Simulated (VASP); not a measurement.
# KBr (I4/mmm) in VASP: single point with HSE06

Aim: the single point of KBr with HSE06.

All numbers are computed with VASP 6.6.1; they aren't measurements. Logs are shortened: lines on timing, memory, paths and dates and some standing lists are left out, and cuts for length are marked.

### 1 The cell of the first run

It takes space group I4/mmm (No. 139, tetragonal). The conventional cell has a = 4.670 Å, b = 4.670 Å, c = 6.902 Å, α = 90.00°, β = 90.00°, γ = 90.00°. Within 4.3 Å of K (site symmetry 4/mmm) lie 6 Br at 3.30 to 3.45 Å. Br (site symmetry 4/mmm) has 6 K at 3.30 to 3.45 Å within 4.3 Å.

### 2 Single point, HSE06 (uniaxial z strain +4.5%)

File POSCAR:

```
KBr
1.0
    0.0000000000      3.3022478201      3.4511791968
    3.3022478201      0.0000000000      3.4511791968
    3.3022478201      3.3022478201      0.0000000000
K Br
1 1
Direct
    0.0000000000      0.0000000000      0.0000000000
    0.5000000000      0.5000000000      0.5000000000
```

File INCAR.step1:

```
  PREC = Accurate
  ENCUT = 520
  EDIFF = 1E-5
  ISMEAR = 0
  SIGMA = 0.01
  LREAL = False
  LASPH = True
  NELM = 80
  ALGO = Normal
  ISIF = 2
  LWAVE = True
  LCHARG = False
  NBANDS = 15
  GGA = PE
```

File INCAR.step2:

```
  PREC = Accurate
  ENCUT = 520
  EDIFF = 1E-7
  ISMEAR = 0
  SIGMA = 0.01
  LREAL = False
  LASPH = True
  NELM = 80
  ALGO = Normal
  ISIF = 2
  LWAVE = False
  LCHARG = False
  GGA = PE
  LHFCALC = True
  HFSCREEN = 0.2079
  PRECFOCK = Normal
  NBANDS = 15
  ISTART = 1
```

File KPOINTS:

```
Automatic mesh
0
Gamma
  4 4 4
```

Potentials or basis: VASP PAW PBE potentials, release 64 (K_sv, Br).

Started as:

```console
$ cat potpaw_PBE.64/K_sv/POTCAR potpaw_PBE.64/Br/POTCAR > POTCAR
$ cp INCAR.step1 INCAR
$ mpirun -np 1 vasp_std > vasp.out
$ cp INCAR.step2 INCAR
$ mpirun -np 1 vasp_std > vasp.out
```

OUTCAR:

```text
PREC = Accurate
   ENCUT = 520
   EDIFF = 1E-7
   ISMEAR = 0
   LREAL = False
   LASPH = True
   NELM = 80
   ISIF = 2
   GGA = PE
   LHFCALC = True
   HFSCREEN = 0.2079
   PRECFOCK = Normal
   ISTART = 1

 ion  position               nearest neighbor table
   1  0.000  0.000  0.000-   2 3.30   2 3.30   2 3.30   2 3.30
   2  0.500  0.500  0.500-   1 3.30   1 3.30   1 3.30   1 3.30

  LATTYP: Found a body centered tetragonal cell.
 ALAT       =     4.6700836535
 C/A-ratio  =     1.4779945940

  Lattice vectors:

 A1 = (  -3.3022478201,   0.0000000000,   3.4511791968)
 A2 = (   3.3022478201,   0.0000000000,   3.4511791968)
 A3 = (   0.0000000000,   3.3022478201,  -3.4511791968)

Analysis of symmetry for initial positions (statically):
=====================================================================
 Subroutine PRICEL returns:
 Original cell was already a primitive cell.

 Routine SETGRP: Setting up the symmetry group for a
 body centered tetragonal supercell.

 Subroutine GETGRP returns: Found 16 space group operations
 (whereof 16 operations were pure point group operations)
 out of a pool of 16 trial point group operations.

The static configuration has the point symmetry D_4h.

Analysis of symmetry for dynamics (positions and initial velocities):
=====================================================================
 Subroutine PRICEL returns:
 Original cell was already a primitive cell.

 Routine SETGRP: Setting up the symmetry group for a
 body centered tetragonal supercell.

 Subroutine GETGRP returns: Found 16 space group operations
 (whereof 16 operations were pure point group operations)
 out of a pool of 16 trial point group operations.

The dynamic configuration has the point symmetry D_4h.

 Subroutine INISYM returns: Found 16 space group operations
 (whereof 16 operations are pure point group operations),
 and found     1 'primitive' translations

----------------------------------------------------------------------------------------

                                     Primitive cell

  volume of cell :      75.2691

  direct lattice vectors                    reciprocal lattice vectors
     0.000000000  3.302247820  3.451179197    -0.151412016  0.151412016  0.144878017
     3.302247820  0.000000000  3.451179197     0.151412016 -0.151412016  0.144878017
     3.302247820  3.302247820  0.000000000     0.151412016  0.151412016 -0.144878017

  length of vectors
     4.776555089  4.776555089  4.670083654     0.258535949  0.258535949  0.258535949

  position of ions in fractional coordinates (direct lattice)
     0.000000000  0.000000000  0.000000000
     0.500000000  0.500000000  0.500000000

  ion indices of the primitive-cell ions
   primitive index   ion index
                 1           1
                 2           2

----------------------------------------------------------------------------------------

 KPOINTS: Automatic mesh

Automatic generation of k-mesh.
 Grid dimensions read from file:
 generate k-points for:    4    4    4

 Generating k-lattice:

  Cartesian coordinates                     Fractional coordinates (reciprocal lattice)
    -0.037853004  0.037853004  0.036219504     0.250000000  0.000000000  0.000000000
     0.037853004 -0.037853004  0.036219504     0.000000000  0.250000000  0.000000000
     0.037853004  0.037853004 -0.036219504     0.000000000  0.000000000  0.250000000

  Length of vectors
     0.064633987  0.064633987  0.064633987

  Shift w.r.t. Gamma in fractional coordinates (k-lattice)
     0.000000000  0.000000000  0.000000000

 Subroutine IBZKPT returns following result:
 ===========================================

 Found     13 irreducible k-points:

 Following reciprocal coordinates:
            Coordinates               Weight
  0.000000  0.000000  0.000000      1.000000
  0.250000  0.000000  0.000000      8.000000
  0.500000  0.000000  0.000000      4.000000
  0.250000  0.250000  0.000000      2.000000
  0.500000  0.250000  0.000000      8.000000
 -0.250000  0.250000  0.000000      4.000000
  0.500000  0.500000  0.000000      1.000000
  0.250000  0.000000  0.250000      4.000000
  0.500000  0.000000  0.250000     16.000000
 -0.250000  0.000000  0.250000      8.000000
 -0.250000  0.500000  0.250000      4.000000
  0.500000  0.000000  0.500000      2.000000
 -0.250000  0.250000  0.500000      2.000000
   k-points           NKPTS =     13   k-points in BZ     NKDIM =     64   number of bands    NBANDS=     15
   number of dos      NEDOS =    301   number of ions     NIONS =      2
   total plane-waves  NPLWV =  46656
   dimension x,y,z NGX =    36 NGY =   36 NGZ =   36
   dimension x,y,z NGXF=    72 NGYF=   72 NGZF=   72
   ions per type =               1   1
   NGX,Y,Z   is equivalent  to a cutoff of  12.53, 12.53, 12.82 a.u.
   NGXF,Y,Z  is equivalent  to a cutoff of  25.06, 25.06, 25.63 a.u.
 SYSTEM =  unknown system
   PREC   = accura    normal or accurate (medium, high low for compatibility)
   ISTART =      1    job   : 0-new  1-cont  2-samecut
   ICHARG =      0    charge: 1-file 2-atom 10-const
   ISPIN  =      1    spin polarized calculation?
   LNONCOLLINEAR =      F non collinear calculations
   LSORBIT =      F    spin-orbit coupling
   LASPH  =      T    aspherical Exc in radial PAW
   ENCUT  =  520.0 eV  38.22 Ry    6.18 a.u.   8.88  8.88  8.68*2*pi/ulx,y,z
   NELM   =     80;   NELMIN=  2; NELMDL=  0     # of ELM steps
   EDIFF  = 0.1E-06   stopping-criterion for ELM
   LREAL  =      F    real-space projection
   EDIFFG = 0.1E-05   stopping-criterion for IOM
   NSW    =      0    number of steps for IOM
   IBRION =     -1    ionic relax: 0-MD 1-quasi-New 2-CG
   NFREE  =      0    steps in history (QN), initial steepest desc. (CG)
   ISIF   =      2    stress and relaxation
   ISYM   =      3    0-nonsym 1-usesym 2-fastsym
   POTIM  = 0.5000    time-step for ionic-motion
   TEBEG  =    0.0;   TEEND  =   0.0 temperature during run
   PSTRESS=    0.0 pullay stress
   NELECT =      16.0000    total number of electrons
   NUPDOWN=      -1.0000    fix difference up-down
   EMIN   =  10.00;   EMAX   =-10.00  energy-range for DOS
   EFERMI =   0.00;   METHOD = LEGACY
   ISMEAR =     0;   SIGMA  =   0.01  broadening in eV -4-tet -1-fermi 0-gaus
   EFERMI_NEDOS =   21; number of points for ismear=-14 and -15
   IALGO  =     38    algorithm
   IMIX   =      1    mixing-type and parameters
     AMIX     =   0.40;   BMIX     =  1.00
     AMIX_MAG =   1.60;   BMIX_MAG =  1.00
  volume/ion in A,a.u.               =      37.63       253.97
  Fermi-wavevector in a.u.,A,eV,Ry     =   0.977033  1.846325 12.988032  0.954593
  Thomas-Fermi vector in A             =   2.107699
   LORBIT       =      0    0 simple, 1 ext, 2 COOP (PROOUT), +10 PAW based schemes
   GGA     = PE    functional components
   LHFCALC =     T    Hartree Fock is set to
   PRECFOCK=normal    Normal, Fast or Accurate (Low or Medium for compatibility)
   ENCUT4O =  -1.0   cutoff for four orbital integrals eV
   NKREDX  =     1    reduce k-point grid by
   NKREDY  =     1    reduce k-point grid by
   NKREDZ  =     1    reduce k-point grid by
   AEXX    =    0.2500 exact exchange contribution
   HFSCREEN=    0.2079 screening length (either q_TF or 0.3 A-1)
   HFSCREENC=   0.2079 screening length for correlation (either q_TF or 0.3 A-1)
   ENCUTFOCK=  -1.0 apply spherical cutoff to Coloumb kernel
   IVDW    =     0    specifies the selected vdW correction
   LEPSILON=     F    determine dielectric tensor
   LRPA    =     F    only Hartree local field effects (RPA)
 non-spin polarized calculation
 Gauss-broadening in eV      SIGMA  =   0.01
  energy-cutoff  :      520.00
  volume of cell :       75.27
 maximum number of plane-waves:      2076
  NGX = 28; NGY = 28; NGZ = 28

 number of electron      16.0000000 magnetization

 Free energy of the ion-electron system (eV)
  ---------------------------------------------------
  ext. energy  EPLUGINS =         0.00000000
  ---------------------------------------------------
  free energy    TOTEN  =        -7.16478472 eV

  energy without entropy =       -7.16478472  energy(sigma->0) =       -7.16478472

 E-fermi :  -2.7282     XC(G=0):  -6.0349

 val. band max:       -2.7828750817   @ k =   0.0000   0.0000   0.0000
 cond. band min:       2.6797556453   @ k =   0.0000   0.0000   0.0000
 fundamental gap:      5.4626307270
 Fermi energy:        -2.7281874169

 k-point     1 :       0.0000    0.0000    0.0000
  band No.  band energies     occupation
      1     -32.8511      2.00000
      2     -16.0535      2.00000
      3     -14.9741      2.00000
      4     -14.9717      2.00000
      5     -14.9717      2.00000
      6      -2.7917      2.00000
      7      -2.7829      2.00000
      8      -2.7829      2.00000
      9       2.6798      0.00000
     10       5.9894      0.00000
     11       6.2541      0.00000
     12       6.2541      0.00000
     13       6.9870      0.00000
     14       7.1925      0.00000
     15       9.8357      0.00000

 k-point     2 :       0.2500    0.0000    0.0000
  band No.  band energies     occupation
      1     -32.8488      2.00000
      2     -16.1436      2.00000
      3     -14.9776      2.00000
      4     -14.9711      2.00000
      5     -14.8423      2.00000
      6      -3.4215      2.00000
      7      -2.9477      2.00000
      8      -2.9426      2.00000
      9       3.9076      0.00000
     10       5.9359      0.00000
     11       6.8001      0.00000
     12       6.9534      0.00000
     13       7.7203      0.00000
     14       7.9528      0.00000
     15      10.7054      0.00000
[... 167 lines left out ...]
      3     -15.0505      2.00000
      4     -15.0102      2.00000
      5     -15.0015      2.00000
      6      -3.5851      2.00000
      7      -3.1133      2.00000
      8      -3.0714      2.00000
      9       4.3030      0.00000
     10       5.5430      0.00000
     11       7.7965      0.00000
     12       8.1343      0.00000
     13       8.3691      0.00000
     14       9.3831      0.00000
     15       9.7172      0.00000

 k-point    13 :      -0.2500    0.2500    0.5000
  band No.  band energies     occupation
      1     -32.8448      2.00000
      2     -16.0090      2.00000
      3     -15.0302      2.00000
      4     -15.0302      2.00000
      5     -14.9213      2.00000
      6      -3.3733      2.00000
      7      -3.3733      2.00000
      8      -3.2391      2.00000
      9       5.7116      0.00000
     10       5.7116      0.00000
     11       6.6544      0.00000
     12       7.5594      0.00000
     13       9.0107      0.00000
     14       9.4586      0.00000
     15       9.7388      0.00000

------------------------ aborting loop because EDIFF is reached ----------------------------------------

  FORCE on cell =-STRESS in cart. coord.  units (eV):
  Direction    XX          YY          ZZ          XY          YZ          ZX
  --------------------------------------------------------------------------------------
  -------------------------------------------------------------------------------------
  Total        0.1002237      0.1002237     -0.3795671      0.0000000     -0.0000000     -0.0000000
  in kB        2.1333602      2.1333602     -8.0794593      0.0000000     -0.0000000     -0.0000000
  external PRESSURE =      -1.2709129 kB  Pullay stress =       0.0000000 kB

 VOLUME and BASIS-vectors are now :
 -----------------------------------------------------------------------------
  energy-cutoff  :      520.00
  volume of cell :       75.27
      direct lattice vectors                 reciprocal lattice vectors
     0.000000000  3.302247820  3.451179197    -0.151412016  0.151412016  0.144878017
     3.302247820  0.000000000  3.451179197     0.151412016 -0.151412016  0.144878017
     3.302247820  3.302247820  0.000000000     0.151412016  0.151412016 -0.144878017

 POSITION                                       TOTAL-FORCE (eV/Angst)
 -----------------------------------------------------------------------------------
      0.00000      0.00000      0.00000         0.000000      0.000000     -0.000000
      3.30225      3.30225      3.45118         0.000000      0.000000      0.000000
 -----------------------------------------------------------------------------------
    total drift:                               -0.000000     -0.000000      0.000000

  FREE ENERGIE OF THE ION-ELECTRON SYSTEM (eV)
  ---------------------------------------------------
  free  energy   TOTEN  =        -7.1647847246 eV

  energy  without entropy=       -7.1647847246  energy(sigma->0) =       -7.16478472
```

It took 23 min on 1 thread of AMD EPYC 7R43 (Zen 3), shared host; peak memory 0.29 GiB.

Results:

| Item | Value |
| --- | --- |
| Free energy | -7.1648 eV |
| Pressure | -0.1 GPa |
| Band gap on the k mesh | 5.46 eV |

Caveat: the cell differs from its parent crystal (uniaxial z strain +4.5%); the PAW data sets were made with another functional, which shifts forces and pressure a little.
